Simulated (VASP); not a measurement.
SiC:

```
CELL_PARAMETERS angstrom
3.13573 0.00000 0.00000
-1.56786 2.71562 0.00000
0.00000 0.00000 15.36963
ATOMIC_POSITIONS crystal
Si 0.66667 0.33333 0.45830
Si 0.33333 0.66667 0.95830
Si 0.66667 0.33333 0.79170
Si 0.33333 0.66667 0.29170
Si 0.00000 0.00000 0.62500
Si 0.00000 0.00000 0.12500
C 0.66667 0.33333 0.33330
C 0.33333 0.66667 0.83330
C 0.66667 0.33333 0.66670
C 0.33333 0.66667 0.16670
C 0.00000 0.00000 0.50000
C 0.00000 0.00000 0.00000
```

Base run:

| Property | Result |
| --- | --- |
| Program | VASP 6.6.1 |
| Functional | PBE exchange alone |
| Potentials or basis | VASP PAW PBE potentials, release 64 (Si, C) |
| Cutoff | 520 eV |
| k mesh | 10 × 10 × 2 |
| Occupations | fermi-dirac, width 0.05 eV |
| Spin | no spin polarisation |

Its results: band gap on the k mesh 2.34 eV (least direct gap 3.41 eV); pressure 8.4 GPa; largest force 0.134 eV/Å.

Q: The run is repeated on the same cell with these changes: functional from PBE exchange alone to b88 exchange, pbe correlation; cutoff from 520 eV to 600 eV; further incar settings from ALGO = Normal; EDIFF = 1e-07; NBANDS = 36 to ALGO = Normal; EDIFF = 1e-06; NBANDS = 36. What comes out?

A: Band gap on the k mesh 2.04 eV (least direct gap 3.12 eV); pressure -7.6 GPa; largest force 0.136 eV/Å.

Caveats: the cell stands under pressure (at least some runs); the cell stands under tension (at least some runs); the PAW data sets were made with another functional, which shifts forces and pressure a little (at least some runs).

A k mesh can miss the band edges.
